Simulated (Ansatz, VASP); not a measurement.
# One calculation of Te2Mo, two programs

```
CELL_PARAMETERS angstrom
3.47289 0.00000 0.00000
-1.73644 3.00761 0.00000
0.00000 0.00000 13.76868
ATOMIC_POSITIONS crystal
Te 0.33333 0.66667 0.61954
Te 0.66667 0.33333 0.11954
Te 0.66667 0.33333 0.38046
Te 0.33333 0.66667 0.88046
Mo 0.33333 0.66667 0.25000
Mo 0.66667 0.33333 0.75000
```

Alike in both runs: functional LDA; k mesh 12 × 12 × 2; occupations gaussian, width 0.02 eV; no spin polarisation.

Ansatz relaxed the structure, and its values are those at the end. VASP's run is a single point on that final structure, the one shown.

```csv
,VASP,Ansatz
version,VASP 6.6.1,Ansatz 0.2.0
potentials or method,"VASP PAW LDA potentials, release 64 (Te, Mo_sv), cutoff 520 eV","scalar-relativistic, plane waves, PAW"
valence electrons in the cell,52,92
```

Ansatz gave:

| Item | Value |
| --- | --- |
| gap on the k mesh at the Fermi level (eV) | 0.70 |
| least direct gap on the mesh (eV) | 1.10 |
| pressure (GPa) | 0.0 |
| rms of the force components (eV/Å) | 0.002 |

Problem. What did VASP give for the same quantities?

Solution. gap on the k mesh at the Fermi level (eV): 0.68; least direct gap on the mesh (eV): 1.10; pressure (GPa): 0.3; rms of the force components (eV/Å): 0.026.

LDA's correlation is that of Perdew and Zunger in VASP and of Perdew and Wang (1992) in Ansatz. VASP's potentials hold 52 valence electrons a cell and Ansatz's 92, so a difference there can come from the potentials and not from the codes.

Neither program's run includes spin-orbit coupling.
